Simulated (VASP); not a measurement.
Input of a VASP 6.6.1 run:

Contents of INCAR:

```
SYSTEM = K7Mg7InF24
ALGO = Normal
EDIFF = 1E-6
ENCUT = 520
GGA = PS
ISIF = 2
ISMEAR = -1
ISYM = 0
IVDW = 13
LASPH = .True.
LCHARG = .False.
LREAL = Auto
LWAVE = .False.
NBANDS = 154
NELM = 80
PREC = Accurate
SIGMA = 0.05
```

KPOINTS

```
Automatic mesh
0
Gamma
  1 1 1
  0.25 0.25 0.25
```

File POSCAR:

```
K7Mg7InF24
1.0
    7.9825440000      0.0000000000      0.0000000000
    0.0000000000      7.9825440000      0.0000000000
    0.0000000000      0.0000000000      7.9825440000
K In Mg F
7 1 7 24
Direct
    0.9947560000      0.9913550000      0.5023740000
    0.0024340000      0.4931150000      0.0086030000
    0.9876830000      0.5032560000      0.4983010000
    0.5060270000      0.9995450000      0.0007370000
    0.5058660000      0.9993790000      0.5018450000
    0.5055770000      0.5031130000      0.0043640000
    0.5102020000      0.4960690000      0.5003320000
    0.2542760000      0.2547080000      0.2534440000
    0.2486180000      0.2454190000      0.7472710000
    0.2525180000      0.7418160000      0.2496830000
    0.2597440000      0.7467420000      0.7475990000
    0.7483780000      0.2509550000      0.2617250000
    0.7483680000      0.2517730000      0.7421240000
    0.7521550000      0.7442520000      0.2541690000
    0.7497610000      0.7459540000      0.7532500000
    0.2444990000      0.2537720000      0.9967820000
    0.2548660000      0.2515770000      0.4997090000
    0.2525400000      0.7492430000      0.9963080000
    0.2531060000      0.7455340000      0.5038040000
    0.7596230000      0.2543050000      0.9995480000
    0.7533160000      0.2571950000      0.5002380000
    0.7501110000      0.7604190000      0.0028640000
    0.7436340000      0.7485710000      0.5032980000
    0.9936330000      0.2553780000      0.2589480000
    0.0098070000      0.2536820000      0.7540680000
    0.0022200000      0.7579670000      0.2551590000
    0.0039000000      0.7507060000      0.7561480000
    0.4887830000      0.2541890000      0.2472570000
    0.5085810000      0.2598300000      0.7448200000
    0.5045090000      0.7535580000      0.2453580000
    0.5062690000      0.7438790000      0.7470550000
    0.2581910000      0.9996100000      0.2445740000
    0.2473570000      0.0007440000      0.7454740000
    0.2460900000      0.4996490000      0.2557280000
    0.2457320000      0.5051430000      0.7458190000
    0.7479770000      0.9993200000      0.2477980000
    0.7424050000      0.0032370000      0.7482870000
    0.7432620000      0.5022620000      0.2498300000
    0.7400980000      0.5046140000      0.7451980000
```

Potentials or basis: VASP PAW PBE potentials, release 64 (K_sv, In_d, Mg, F).

The run is started by

```bash
$ cat potpaw_PBE.64/K_sv/POTCAR potpaw_PBE.64/In_d/POTCAR potpaw_PBE.64/Mg/POTCAR potpaw_PBE.64/F/POTCAR > POTCAR
$ mpirun -np 1 vasp_std > vasp.out
```

Task: What does it give for the largest force?

Result: 5.169 eV/Å.

Task: Estimate the dispersion energy per atom.

Result: -0.052 eV.

Task: What does it give for the pressure?

Result: 1.8 GPa.

Task: Estimate the band gap on the k mesh.

Result: 5.76 eV.

Forces in eV/Å, atoms in the order of the input:
```
K   -0.026 -0.173  0.290
K   -0.293  0.372 -0.595
K    0.167  0.306  0.510
K    0.252 -0.234 -0.263
K    0.081 -0.387  0.225
K    0.193  0.221 -0.491
K   -0.093  0.472  0.406
In  -4.289 -2.290 -1.756
Mg   0.014  0.134  0.605
Mg  -0.364  1.367 -0.445
Mg  -1.009  0.663  0.690
Mg   0.407 -0.683 -1.712
Mg   1.103 -0.388  1.489
Mg   0.363  1.282 -0.803
Mg   0.872  1.042  0.619
F    0.429  0.275 -0.354
F    0.054  0.007  1.687
F    0.439 -0.445  0.583
F    0.160  0.001 -0.789
F   -0.587  0.360  0.372
F   -0.197 -0.033 -0.160
F   -0.292 -0.672  0.046
F    0.129 -0.084 -0.268
F    0.062  0.213  0.284
F   -0.808  0.292 -0.626
F    0.150 -0.623  0.337
F   -0.264 -0.357 -0.544
F    4.493  0.106  0.062
F   -1.044 -0.117 -0.038
F   -0.530 -0.328  0.262
F   -0.395  0.089  0.008
F    0.140 -0.710  0.391
F    0.620  0.025 -0.342
F    0.055  1.857  0.014
F    0.307 -0.879 -0.056
F   -0.377  0.469  0.656
F   -0.189 -0.039 -0.482
F   -0.004 -0.554  0.203
F    0.269 -0.555 -0.014
```

Caveat: the PAW data sets were made with another functional, which shifts forces and pressure a little; spin-orbit coupling is left out, which moves the levels of the heavy elements.
